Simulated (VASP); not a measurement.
Crystal: B.

```
B
1.0
    -1.17892    1.17892    1.17892
     1.17892   -1.17892    1.17892
     1.17892    1.17892   -1.17892
B
1
Direct
  0.00000 0.00000 0.00000
```

This isn't the form of B at room conditions, which is rhombohedral.

| Quantity | Value |
| --- | --- |
| Program | VASP 6.6.1 |
| Task | relaxation of cell and atoms |
| Functional | RPBE |
| Potentials or basis | VASP PAW PBE potentials, release 64 (B) |
| Cutoff | 600 eV |
| k mesh | 18 × 18 × 18 |
| Occupations | fermi-dirac, width 0.1 eV |
| Spin | no spin polarisation |

At the start: pressure -9.2 GPa; volume 6.55 Å³/atom.

Problem. How do energy, volume and symmetry change on relaxing?

Solution. Over 3 steps the energy falls by 9.4 meV/atom and the volume is 6.24 Å³/atom (-4.7 %); space group Im-3m (No. 229, to 0.1 Å) before and after.

Step by step:
```csv
step,energy change (eV),largest force (eV/Å),pressure (GPa),volume (Å³)
1,0.0000,0.0000,-9.24,6.55
2,-0.0092,0.0000,1.48,6.20
3,-0.0094,0.0000,0.01,6.24
```

Final structure:
```yaml
crystal:
  lattice:
    - [-1.16002, 1.16002, 1.16002]
    - [1.16002, -1.16002, 1.16002]
    - [1.16002, 1.16002, -1.16002]
  atoms:
    - { symbol: B, position: [0.00000, 0.00000, 0.00000] }
```

Caveat: the PAW data sets were made with another functional, which shifts forces and pressure a little.
